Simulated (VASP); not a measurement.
Sn, 2 atoms in the cell. The typed cell holds 2 atoms: a = 3.295 Å, b = 3.295 Å, c = 4.963 Å, α = 89.99°, β = 89.99°, γ = 82.28°.  This cell differs from its parent crystal: mode 1 (-6.9 1/cm) frozen in, largest displacement -0.200 Å.

```yaml
Program: VASP 6.6.1
Task: single point
Functional: PBE
Dispersion: D3(BJ)
Potentials_or_basis: VASP PAW PBE potentials, release 64 (Sn_d)
Cutoff: 520 eV
k_mesh: 18 × 18 × 12
Occupations: gaussian, width 0.15 eV
Spin: no spin polarisation
Dipole_correction: no
Further_INCAR_settings: ALGO = Fast; EDIFF = 1e-06; NBANDS = 21
```

Potentials or basis: VASP PAW PBE potentials, release 64 (Sn_d).

Run with:

```sh
$ cat potpaw_PBE.64/Sn_d/POTCAR > POTCAR
$ mpirun -np 1 vasp_std > vasp.out
```

Hardware: 1 thread of Intel(R) Xeon(R) 6975P-C (Granite Rapids) (shared host).

**Question.** Estimate the wall time of this run.

**Answer.** It took 7.3 min on 1 thread of Intel(R) Xeon(R) 6975P-C (Granite Rapids), with other jobs on the host, peak memory 0.91 GiB. Counts: scf iterations 13, k points 1037.
